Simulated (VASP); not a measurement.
# Ta2H5 (P4/mmm) in VASP: notebook, part 3 of 3

VASP 6.6.1.

### Step 5. Relaxation of cell and atoms, PBE

This run uses another cell than the first one, of 10.48 Å³/atom, 1.294 times its volume.

File INCAR:

```
SYSTEM = Ta2H5
ALGO     = Normal         ! electronic algorithm
EDIFF    = 1E-6           ! SCF threshold, eV
EDIFFG   = -0.04          ! ionic threshold
ENCUT    = 600            ! plane-wave cutoff, eV
GGA      = PE             ! functional
IBRION   = 2              ! ionic algorithm
ISIF     = 3              ! what is computed and relaxed
ISMEAR   = 0              ! smearing method
LASPH    = .TRUE.         ! aspherical terms in the spheres
LCHARG   = .FALSE.        ! write CHGCAR
LREAL    = .FALSE.        ! projectors in reciprocal space
LWAVE    = .FALSE.        ! write WAVECAR
NELM     = 60             ! most SCF steps
NSW      = 90             ! ionic steps
PREC     = Accurate       ! precision mode
SIGMA    = 0.1            ! smearing width, eV
```

File KPOINTS:

```
k-points
0
G
  6 6 4
  0 0 0
```

File POSCAR:

```
Ta2H5
1.0
    3.5775155700      0.0000000000      0.0000000000
    0.0000000000      3.5775155700      0.0000000000
    0.0000000000      0.0000000000      5.7344223700
Ta H
2 5
Direct
    0.5000000000      0.0000000000      0.5000000000
    0.0000000000      0.5000000000      0.5000000000
    0.5000000000      0.0000000000      0.0000000000
    0.0000000000      0.5000000000      0.0000000000
    0.0000000000      0.0000000000      0.4101102700
    0.0000000000      0.0000000000      0.5898897300
    0.5000000000      0.5000000000      0.0000000000
```

Potentials or basis: VASP PAW PBE potentials, release 64 (Ta_pv, H).

On the command line:

```
$ cat potpaw_PBE.64/Ta_pv/POTCAR potpaw_PBE.64/H/POTCAR > POTCAR
$ mpirun -np 1 vasp_std > vasp.out
```

OUTCAR:

```text
SYSTEM = Ta2H5
   EDIFF = 1E-6
   EDIFFG = -0.04
   ENCUT = 600
   GGA = PE
   IBRION = 2
   ISIF = 3
   ISMEAR = 0
   LASPH = .TRUE.
   LREAL = .FALSE.
   NELM = 60
   NSW = 90
   PREC = Accurate

 ion  position               nearest neighbor table
   1  0.500  0.000  0.500-   5 1.86   6 1.86   5 1.86   6 1.86   2 2.53   2 2.53   2 2.53   2 2.53

   2  0.000  0.500  0.500-   5 1.86   6 1.86   5 1.86   6 1.86   1 2.53   1 2.53   1 2.53   1 2.53

   3  0.500  0.000  0.000-
   4  0.000  0.500  0.000-
   5  0.000  0.000  0.410-   1 1.86   2 1.86   2 1.86   1 1.86
   6  0.000  0.000  0.590-   1 1.86   2 1.86   2 1.86   1 1.86
   7  0.500  0.500  0.000-

  LATTYP: Found a simple tetragonal cell.
 ALAT       =     3.5775155700
 C/A-ratio  =     1.6029063348

  Lattice vectors:

 A1 = (   3.5775155700,   0.0000000000,   0.0000000000)
 A2 = (   0.0000000000,   3.5775155700,   0.0000000000)
 A3 = (   0.0000000000,   0.0000000000,   5.7344223700)

Analysis of symmetry for initial positions (statically):
=====================================================================
 Subroutine PRICEL returns:
 Original cell was already a primitive cell.

 Routine SETGRP: Setting up the symmetry group for a
[... 173 lines left out ...]

 Free energy of the ion-electron system (eV)
  ---------------------------------------------------
  ext. energy  EPLUGINS =         0.00000000
  ---------------------------------------------------
  free energy    TOTEN  =       -30.14534001 eV

  energy without entropy =      -30.13964337  energy(sigma->0) =      -30.14249169

------------------------ aborting loop because EDIFF is reached ----------------------------------------

  FORCE on cell =-STRESS in cart. coord.  units (eV):
  Direction    XX          YY          ZZ          XY          YZ          ZX
  --------------------------------------------------------------------------------------
  -------------------------------------------------------------------------------------
  Total       13.4533637     13.4533637     -4.4624953      0.0000000      0.0000000      0.0000000
  in kB      293.6897052    293.6897052    -97.4171939      0.0000000      0.0000000      0.0000000
  external PRESSURE =     163.3207388 kB  Pullay stress =       0.0000000 kB
[... 1073 lines left out ...]
      6     -31.1546      2.00000
[... 9 lines left out ...]
     16       4.1715      0.00000
     17       4.6331      0.00000

 [... further k-points ...]

[... ionic steps 4 to 19 ...]

--------------------------------------- Ionic step       20  -------------------------------------------

 number of electron      27.0000005 magnetization

------------------------ aborting loop because EDIFF is reached ----------------------------------------
[... 77 lines left out ...]
--------------------------------------- Ionic step       22  -------------------------------------------

 number of electron      27.0000005 magnetization

 Free energy of the ion-electron system (eV)
  ---------------------------------------------------
  ext. energy  EPLUGINS =         0.00000000
  ---------------------------------------------------
  free energy    TOTEN  =       -37.00069960 eV

  energy without entropy =      -36.98994853  energy(sigma->0) =      -36.99532407

 E-fermi :   4.1239     XC(G=0): -11.4183

 val. band max:        4.1006001102   @ k =   0.5000   0.0000   0.0000
 cond. band min:       4.1411524377   @ k =   0.5000   0.0000   0.2500
 fundamental gap:      0.0405523275
 Fermi energy:         4.1239397170
[... 514 lines left out ...]
  FREE ENERGIE OF THE ION-ELECTRON SYSTEM (eV)
  ---------------------------------------------------
  free  energy   TOTEN  =       -37.0006996023 eV

  energy  without entropy=      -36.9899485295  energy(sigma->0) =      -36.99532407

 reached required accuracy - stopping structural energy minimisation
```

OSZICAR:

```text
N       E                     dE             d eps       ncg     rms          rms(c)
DAV:   1     0.217934997976E+03    0.21793E+03   -0.15906E+04  1020   0.163E+03
DAV:   2    -0.245346853382E+02   -0.24247E+03   -0.24064E+03  1266   0.411E+02
DAV:   3    -0.319368279393E+02   -0.74021E+01   -0.71529E+01  1350   0.668E+01
[... 257 lines left out ...]
DAV:   2    -0.370007542113E+02    0.56274E-03   -0.18571E-03  1161   0.352E-01    0.643E-02
DAV:   3    -0.370007085198E+02    0.45691E-04   -0.20210E-04  1311   0.117E-01    0.210E-02
DAV:   4    -0.370007009068E+02    0.76131E-05   -0.33029E-05  1265   0.346E-02    0.693E-03
DAV:   5    -0.370007003161E+02    0.59070E-06   -0.10801E-05  1239   0.213E-02    0.692E-03
DAV:   6    -0.370006996023E+02    0.71373E-06   -0.15469E-06   667   0.797E-03
  22 F= -.37000700E+02 E0= -.36995324E+02  d E =-.892289E-03
```

Run time: 13 min. Hardware: 1 thread of AMD EPYC 7R43 (Zen 3), shared host; peak memory 0.2 GiB.

What came out:

```
Free energy                            : -37.0007 eV
Relaxed volume                         : 8.13 Å³/atom
Relaxed cell                           : a = 3.893 Å, b = 3.893 Å, c = 3.756 Å, α = 90.00°, β = 90.00°, γ = 90.00°
Space group after relaxing (to 0.05 Å) : P4/mmm (No. 123)
Energy gained by relaxing              : 979.3 meV/atom
Ionic steps                            : 22
Pressure after relaxing                : -0.3 GPa
Largest force after relaxing           : 0.023 eV/Å
```

Forces on the atoms (eV/Å):
```
Ta   0.000  0.000  0.000
Ta   0.000  0.000  0.000
H    0.000  0.000  0.000
H    0.000  0.000  0.000
H    0.000  0.000 -0.023
H    0.000  0.000  0.023
H    0.000  0.000  0.000
```

Stress tensor (GPa, compression positive):
```
-0.28  0.00  0.00
 0.00 -0.28  0.00
 0.00  0.00 -0.39
```

Step by step:
```tsv
step	energy change (eV)	largest force (eV/Å)	pressure (GPa)	volume (Å³)
1	0.0000	4.3589	16.33	73.39
2	-2.1060	1.6825	-11.35	84.94
3	-2.1344	1.4134	-13.52	86.56
4	-3.6539	1.0509	-14.52	77.89
5	-6.4392	0.4278	-7.98	61.87
6	30.8711	7.2372	409.07	31.89
7	-4.8696	4.0254	4.22	60.70
8	-3.4333	2.1983	59.69	45.98
9	-5.3142	3.7706	14.79	55.23
10	-5.2376	3.0260	27.77	51.24
11	-5.3424	3.2249	23.08	52.46
12	-5.6967	1.9301	23.40	51.69
13	-5.6950	1.7125	23.86	51.51
14	-6.2753	1.2496	12.44	53.99
15	-6.6594	0.1495	-9.20	61.26
16	-6.7102	0.1499	-5.20	59.50
17	-6.7112	0.1935	-4.56	59.25
18	-6.7754	0.1668	-3.41	58.53
19	-6.8545	0.0888	0.34	56.71
20	-6.8545	0.0911	0.20	56.76
21	-6.8550	0.0668	0.00	56.82
22	-6.8554	0.0227	-0.32	56.92
```

Final structure:
```cif
data_structure
_symmetry_space_group_name_H-M 'P 1'
_symmetry_Int_Tables_number 1
_cell_length_a 3.8928
_cell_length_b 3.8928
_cell_length_c 3.7560
_cell_angle_alpha 90.000
_cell_angle_beta 90.000
_cell_angle_gamma 90.000
_cell_volume 56.92
loop_
_atom_site_label
_atom_site_type_symbol
_atom_site_fract_x
_atom_site_fract_y
_atom_site_fract_z
_atom_site_occupancy
Ta1 Ta 0.50000 0.00000 0.50000 1
Ta2 Ta 0.00000 0.50000 0.50000 1
H1 H 0.50000 0.00000 0.00000 1
H2 H 0.00000 0.50000 0.00000 1
H3 H 0.00000 0.00000 0.26293 1
H4 H 0.00000 0.00000 0.73707 1
H5 H 0.50000 0.50000 0.00000 1
```

Levels at points of the mesh, in eV from the Fermi level:
| k point | band 11 | band 12 | band 13 | band 14 | band 15 | band 16 |
| --- | --- | --- | --- | --- | --- | --- |
| (0.00, 0.00, 0.00) | -2.91 | -0.84 | -0.36 | -0.36 | 2.27 | 3.49 |
| (0.50, 0.00, 0.00) | -3.00 | -0.17 | -0.02 | 0.25 | 0.72 | 1.02 |
| (0.50, 0.50, 0.00) | -4.37 | -2.87 | -2.87 | -1.42 | 1.63 | 1.63 |
| (0.00, 0.00, 0.50) | -2.04 | -1.91 | -1.91 | -1.43 | 0.78 | 2.74 |
| (0.50, 0.00, 0.50) | -1.24 | -0.38 | -0.25 | 0.12 | 0.17 | 0.31 |
| (0.50, 0.50, 0.50) | -3.41 | -3.01 | -3.01 | 1.74 | 1.74 | 1.89 |

Caveat: the volume moved by over 15 % at a fixed basis, so the end points are rough; spin-orbit coupling is left out, which moves the levels of the heavy elements.

### Step 6. Relaxation of cell and atoms, PBE

File INCAR:

```
  PREC = Accurate
  ENCUT = 600
  EDIFF = 1E-7
  ISMEAR = 0
  SIGMA = 0.1
  LREAL = False
  LASPH = True
  NELM = 80
  ALGO = Normal
  ISIF = 3
  LWAVE = False
  LCHARG = False
  GGA = PE
  IBRION = 2
  NSW = 100
  EDIFFG = -0.01
```

File KPOINTS:

```
regular mesh
0
Gamma
  10 10 10
```

File POSCAR:

```
Ta2H5
1.0
    3.8879221035      0.0000000000      0.0000000000
    0.0000000000      3.8879221035      0.0000000000
    0.0000000000      0.0000000000      3.7514848993
Ta H
2 5
Direct
    0.5000000000      0.0000000000      0.5000000000
    0.0000000000      0.5000000000      0.5000000000
    0.5000000000      0.0000000000      0.0000000000
    0.0000000000      0.5000000000      0.0000000000
    0.0000000000      0.0000000000      0.2619326492
    0.0000000000      0.0000000000      0.7380673508
    0.5000000000      0.5000000000      0.0000000000
```

Potentials or basis: VASP PAW PBE potentials, release 64 (Ta_pv, H).

On the command line:

```
$ cat potpaw_PBE.64/Ta_pv/POTCAR potpaw_PBE.64/H/POTCAR > POTCAR
$ mpirun -np 1 vasp_std > vasp.out
```

Wall time 5.5 min (1 thread of AMD EPYC 7R43 (Zen 3), shared host); peak memory 0.25 GiB.

The run converged. Its results:

```yaml
Free_energy: -37.0701 eV
Relaxed_volume: 8.11 Å³/atom
Relaxed_cell: a = 3.893 Å, b = 3.893 Å, c = 3.747 Å, α = 90.00°, β = 90.00°, γ = 90.00°
Space_group_after_relaxing_to_0.05_Å: P4/mmm (No. 123)
Energy_gained_by_relaxing: 0.0 meV/atom
Ionic_steps: 4
Pressure_after_relaxing: 0.0 GPa
Largest_force_after_relaxing: 0.009 eV/Å
```

Forces on the atoms (eV/Å):
```
Ta   0.000  0.000  0.000
Ta   0.000  0.000  0.000
H    0.000  0.000  0.000
H    0.000  0.000  0.000
H    0.000  0.000 -0.009
H    0.000  0.000  0.009
H    0.000  0.000  0.000
```

Step by step:
| step | energy change (eV) | largest force (eV/Å) | pressure (GPa) | volume (Å³) |
| --- | --- | --- | --- | --- |
| 1 | 0.0000 | 0.0256 | 0.22 | 56.71 |
| 2 | -0.0003 | 0.0144 | -0.05 | 56.80 |
| 3 | -0.0003 | 0.0120 | -0.11 | 56.82 |
| 4 | -0.0003 | 0.0086 | -0.02 | 56.78 |

Final structure:
```yaml
crystal:
  lattice:
    - [3.89294, 0.00000, 0.00000]
    - [0.00000, 3.89294, 0.00000]
    - [0.00000, 0.00000, 3.74651]
  atoms:
    - { symbol: Ta, position: [0.50000, 0.00000, 0.50000] }
    - { symbol: Ta, position: [0.00000, 0.50000, 0.50000] }
    - { symbol: H, position: [0.50000, 0.00000, 0.00000] }
    - { symbol: H, position: [0.00000, 0.50000, 0.00000] }
    - { symbol: H, position: [0.00000, 0.00000, 0.26134] }
    - { symbol: H, position: [0.00000, 0.00000, 0.73866] }
    - { symbol: H, position: [0.50000, 0.50000, 0.00000] }
```

Levels at points of the mesh, in eV from the Fermi level:
```tsv
k point	band 10	band 11	band 12	band 13	band 14	band 15	band 16	band 17
(0.00, 0.00, 0.00)	-4.46	-2.80	-0.67	-0.22	-0.22	2.41	3.62	3.62
(0.50, 0.00, 0.00)	-3.08	-2.84	-0.06	0.09	0.38	0.85	1.15	1.64
(0.50, 0.50, 0.00)	-4.26	-4.23	-2.75	-2.75	-1.29	1.75	1.75	4.12
(0.00, 0.00, 0.50)	-2.69	-1.94	-1.80	-1.80	-1.28	0.93	2.86	2.87
(0.50, 0.00, 0.50)	-2.12	-1.10	-0.26	-0.13	0.23	0.28	0.42	1.03
(0.50, 0.50, 0.50)	-3.27	-3.27	-2.89	-2.89	1.85	1.85	1.99	2.15
```

Caveat: spin-orbit coupling is left out, which moves the levels of the heavy elements.

### Step 7. Summary

| task | cell | k mesh | cutoff (eV) | gap on the mesh (eV) | pressure (GPa) | relaxed volume (Å³/atom) | largest force (eV/Å) |
| --- | --- | --- | --- | --- | --- | --- | --- |
| single point | a = 3.888, b = 3.888, c = 3.751 Å, 7 atoms | 6 × 6 × 4 | 520 | none | 0.1 | - | 0.01 |
| single point | a = 3.578, b = 3.578, c = 5.734 Å, 7 atoms | 6 × 6 × 4 | 520 | none | 16.2 | - | 4.36 |
| single point | a = 3.892, b = 3.892, c = 3.744 Å, 7 atoms | 10 × 10 × 10 | 520 | none | 0.0 | - | 0.01 |
| relaxation of cell and atoms | relaxed from a = 3.578, b = 3.578, c = 5.734 Å, 7 atoms | 6 × 6 × 4 | 600 | none | -0.3 | 8.13 | 0.02 |
| relaxation of cell and atoms | relaxed from a = 3.888, b = 3.888, c = 3.751 Å, 7 atoms | 10 × 10 × 10 | 600 | none | 0.0 | 8.11 | 0.01 |

Alike in all rows: level PBE; potentials or basis VASP PAW PBE potentials, release 64 (Ta_pv, H); no spin polarisation; smearing gaussian 0.1 eV.

Caveats: some runs use coarse meshes; spin-orbit coupling is left out, which moves the levels of the heavy elements; forces of over 1 eV/Å act on the atoms, so gaps and moduli don't describe the material at rest (some runs); the volume moved by over 15 % at a fixed basis, so the end points are rough (some runs).

Total energies depend on the potentials used, so only differences within one code and one set of settings carry meaning.
